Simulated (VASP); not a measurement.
# Ni: single point with LDA

Crystal: Ni.

```
CELL_PARAMETERS angstrom
0.00000 1.71157 1.71157
1.71157 0.00000 1.71157
1.71157 1.71157 0.00000
ATOMIC_POSITIONS crystal
Ni 0.00000 0.00000 0.00000
```

```json
{
  "Program": "VASP 6.6.1",
  "Task": "single point",
  "Functional": "LDA",
  "Potentials or basis": "VASP PAW LDA potentials, release 64 (Ni)",
  "Cutoff": "520 eV",
  "k mesh": "21 × 21 × 21",
  "Occupations": "fermi-dirac, width 0.05 eV",
  "Spin": "collinear spin, ferromagnetic start",
  "Starting moments": "[1.0] μB",
  "Dipole correction": "no",
  "k mesh for the DOS": "32 × 32 × 32",
  "Occupations for the DOS": "tetrahedron",
  "Further INCAR settings": "ALGO = Normal; EDIFF = 1e-06; NBANDS = 15"
}
```

| Quantity | Value |
| --- | --- |
| Net moment | 0.57 μB per cell |
| Site moments | Ni +0.57 μB |
| Valence electrons inside the program's atomic spheres | Ni 9.48 |

Levels at points of the mesh, in eV from the Fermi level:
Spin up:
| k point | band 2 | band 3 | band 4 | band 5 | band 6 | band 7 | band 8 | band 9 |
| --- | --- | --- | --- | --- | --- | --- | --- | --- |
| (0.00, 0.00, 0.00) | -2.55 | -2.55 | -2.55 | -1.26 | -1.26 | 24.46 | 28.87 | 28.87 |
| (0.50, 0.00, 0.00) | -2.57 | -2.57 | -0.47 | -0.47 | -0.41 | 6.33 | 22.94 | 26.01 |
| (0.50, 0.50, 0.00) | -4.57 | -0.44 | -0.29 | -0.29 | 2.50 | 10.04 | 15.54 | 15.54 |
Spin down:
| k point | band 1 | band 2 | band 3 | band 4 | band 5 | band 6 | band 7 | band 8 | band 9 | band 10 |
| --- | --- | --- | --- | --- | --- | --- | --- | --- | --- | --- |
| (0.00, 0.00, 0.00) | -9.52 | -1.97 | -1.97 | -1.97 | -0.72 | -0.72 | 24.45 | 28.91 | 28.91 | 28.91 |
| (0.50, 0.00, 0.00) | -4.89 | -2.05 | -2.05 | -0.38 | 0.15 | 0.15 | 6.70 | 22.92 | 26.12 | 26.12 |
| (0.50, 0.50, 0.00) | -4.79 | -4.09 | 0.11 | 0.37 | 0.37 | 2.56 | 10.31 | 15.61 | 15.61 | 21.11 |

Run time: 3 min on 1 thread of Intel(R) Xeon(R) Platinum 8259CL CPU @ 2.50GHz (Skylake/Cascade Lake), with other jobs on the host, peak memory 0.31 GiB.
